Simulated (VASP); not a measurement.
Runs of VASP 6.6.1 on Sc. The structure is that of space group Im-3m (No. 229), or close to it. The cells are those of the table. 

```csv
level,cell,k mesh,grid for exact exchange (PRECFOCK),screening parameter,gap on the mesh (eV),pressure (GPa)
HSE06,"a = 3.188 Å, angles 109.5°, 1 atom",6 × 6 × 6,Normal,0.2079 1/Å,none,1.5
PBE,"a = 3.145 Å, angles 109.5°, 1 atom",14 × 14 × 14,-,-,none,(a)
PBE,"a = 3.188 Å, angles 109.5°, 1 atom",20 × 20 × 20,-,-,none,0.0
PBE,"a = 3.055 Å, angles 109.5°, 1 atom",14 × 14 × 14,-,-,none,8.3
PBE,"a = 3.271 Å, angles 109.5°, 1 atom",14 × 14 × 14,-,-,none,-3.5
PBE,"a = 3.230 Å, angles 109.5°, 1 atom",14 × 14 × 14,-,-,none,(b)
PBE,"a = 3.188 Å, angles 109.5°, 1 atom",6 × 6 × 6,-,-,none,(c)
PBE,"a = 3.100 Å, angles 109.5°, 1 atom",14 × 14 × 14,-,-,none,5.1
```

Alike in all rows: task single point; potentials or basis VASP PAW PBE potentials, release 64 (Sc_sv); no spin polarisation; cutoff (eV) 520; smearing fermi-dirac 0.1 eV.

Q: Fill in the values left out.

A: (a) 2.3; (b) -1.9; (c) 0.1.

Caveats: some runs use coarse meshes; the PAW data sets were made with another functional, which shifts forces and pressure a little (some runs).

A gap of «none» marks levels without a gap at the run's occupations.
